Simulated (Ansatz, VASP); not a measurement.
# AlNi3: VASP beside Ansatz

File INCAR:

```
SYSTEM = AlNi3
ALGO = Normal
EDIFF = 1E-7
ENCUT = 520
GGA = PS
ISIF = 2
ISMEAR = -1
LASPH = .TRUE.
LCHARG = .FALSE.
LMAXMIX = 4
LNONCOLLINEAR = .TRUE.
LORBIT = 11
LREAL = .FALSE.
LWAVE = .FALSE.
MAGMOM = -0.112 -0.24 -0.594 -0.071 0.038 0.04 -0.095 0.119 -0.096 0 0 0
NBANDS = 47
NELM = 150
PREC = Accurate
SIGMA = 0.05
```

Contents of KPOINTS:

```
k-points
0
G
  6 6 6
  0 0 0
```

Contents of POSCAR:

```
AlNi3
1.0
    0.0000000000      2.8018887551      2.8018887551
    2.8018887551      0.0000000000      2.8018887551
    2.8018887551      2.8018887551      0.0000000000
Ni Al
3 1
Direct
    0.7500000000      0.7500000000      0.7500000000
    0.0000000000      0.0000000000      0.0000000000
    0.2500000000      0.2500000000      0.2500000000
    0.5000000000      0.5000000000      0.5000000000
```

Contents of input.yaml:

```yaml
crystal:
  lattice:
    - [0.0, 2.8018887551, 2.8018887551]
    - [2.8018887551, 0.0, 2.8018887551]
    - [2.8018887551, 2.8018887551, 0.0]
  atoms:
    - { symbol: Ni, position: [0.75, 0.75, 0.75], spin: 0.65, spin_axis: [-0.112, -0.24, -0.594] }
    - { symbol: Ni, position: [0.0, 0.0, 0.0], spin: 0.09, spin_axis: [-0.071, 0.038, 0.04] }
    - { symbol: Ni, position: [0.25, 0.25, 0.25], spin: 0.18, spin_axis: [-0.095, 0.119, -0.096] }
    - { symbol: Al, position: [0.5, 0.5, 0.5] }
hamiltonian:
  xc: pbesol
  pseudopotentials: { kind: paw }
magnetization:
  noncollinear: true
  spin_orbit: false
kpoints:
  mp_grid: { grid: [6, 6, 6] }
scf:
  occupations: { method: fermi_dirac, width: 0.05 }
output:
  forces: true
  stress: true
  eigenvalues: true
  write_density: true
  write_potential: true
  elf: true
  volumetric_format: npy
```

Alike in both runs: task single point; functional PBEsol; k mesh 6 × 6 × 6; occupations fermi-dirac, width 0.05 eV; non-collinear spin.

|  | VASP | Ansatz |
| --- | --- | --- |
| version | VASP 6.6.1 | Ansatz 0.2.0 |
| potentials or method | VASP PAW PBE potentials, release 64 (Ni, Al) | Ansatz PAW |
| plane-wave cutoff (eV) | 520 | 420 |
| valence electrons in the cell | 33 | 57 |

Ansatz gave:

| Item | Value |
| --- | --- |
| gap on the k mesh at the Fermi level (eV) | none |
| pressure (GPa) | -0.8 |
| net moment per atom (μB) | 0.00 |

Question: Estimate VASP's values.

Answer: gap on the k mesh at the Fermi level (eV): none; pressure (GPa): -0.7; net moment per atom (μB): 0.00.

VASP's potentials were made for PBE, not for PBEsol. A gap of «none» marks a metal or a gap that the smearing closes. VASP's potentials hold 33 valence electrons a cell and Ansatz's 57, so a difference there can come from the potentials and not from the codes.
